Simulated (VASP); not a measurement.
Runs of VASP 6.6.1 on GaN. The structure is that of space group Fm-3m (No. 225), or close to it. The cells are those of the table. 

```csv
level,potentials or basis,cell,k mesh,cutoff (eV),smearing,second run,gap on the mesh (eV),pressure (GPa)
r2SCAN,"VASP PAW PBE potentials, release 64 (Ga_d, N)","a = 3.012 Å, angles 60.0°, 2 atoms",10 × 10 × 10,520,gaussian 0.01 eV,-,0.98,-5.7
r2SCAN,"VASP PAW PBE potentials, release 64 (Ga_d, N_h)","a = 2.974, b = 2.974, c = 2.982 Å, angles 59.9, 59.9, 60.2°, 2 atoms",10 × 10 × 10,910,gaussian 0.01 eV,hard_potentials,(a),2.3
r2SCAN,"VASP PAW PBE potentials, release 64 (Ga_d, N)","a = 2.982 Å, angles 60.0°, 2 atoms",10 × 10 × 10,520,gaussian 0.01 eV,-,1.18,1.3
r2SCAN,"VASP PAW PBE potentials, release 64 (Ga_d, N)","a = 2.982, b = 2.982, c = 2.974 Å, angles 60.1, 60.1, 60.2°, 2 atoms",10 × 10 × 10,520,gaussian 0.01 eV,-,1.16,1.3
PBE,"VASP PAW PBE potentials, release 64 (Ga_d, N)","a = 2.974, b = 2.974, c = 2.982 Å, angles 59.9, 59.9, 60.2°, 2 atoms",10 × 10 × 10,520,fermi-dirac 0.02 eV,-,0.65,10.4
PBE,"VASP PAW PBE potentials, release 64 (Ga_d, N)","a = 2.992, b = 2.992, c = 2.863 Å, angles 61.4, 61.4, 57.2°, 2 atoms",6 × 6 × 6,520,gaussian 0.01 eV,-,0.58,22.2
r2SCAN,"VASP PAW PBE potentials, release 64 (Ga_d, N)","a = 2.992, b = 2.992, c = 2.863 Å, angles 61.4, 61.4, 57.2°, 2 atoms",10 × 10 × 10,520,gaussian 0.01 eV,-,1.02,14.7
PBE,"VASP PAW PBE potentials, release 64 (Ga_d, N)","a = 3.012 Å, angles 60.0°, 2 atoms",10 × 10 × 10,520,fermi-dirac 0.02 eV,-,0.47,2.1
PBE,"VASP PAW PBE potentials, release 64 (Ga_d, N)","a = 2.992, b = 2.992, c = 2.863 Å, angles 61.4, 61.4, 57.2°, 2 atoms",10 × 10 × 10,520,fermi-dirac 0.02 eV,-,(b),22.3
PBE,"VASP PAW PBE potentials, release 64 (Ga_d, N)","a = 3.012 Å, angles 60.0°, 2 atoms",6 × 6 × 6,520,gaussian 0.01 eV,-,0.43,1.9
PBE,"VASP PAW PBE potentials, release 64 (Ga_d, N)","a = 2.982, b = 2.982, c = 2.974 Å, angles 60.1, 60.1, 60.2°, 2 atoms",10 × 10 × 10,520,fermi-dirac 0.02 eV,-,0.64,9.1
PBE,"VASP PAW PBE potentials, release 64 (Ga_d, N)","a = 2.982 Å, angles 60.0°, 2 atoms",10 × 10 × 10,520,fermi-dirac 0.02 eV,-,0.66,9.1
```

Alike in all rows: task single point; no spin polarisation.

Estimate the missing entries.

(a) 1.17; (b) 0.51.

Caveats: some runs use coarse meshes; the PAW data sets were made with another functional, which shifts forces and pressure a little (some runs); the cutoff is under 1.25 times the usual one of these potentials, so pressure, stress and relaxed cells hold a basis-set (Pulay) error (some runs).

A k mesh can miss the band edges, and the runs leave out spin-orbit coupling on Ga.
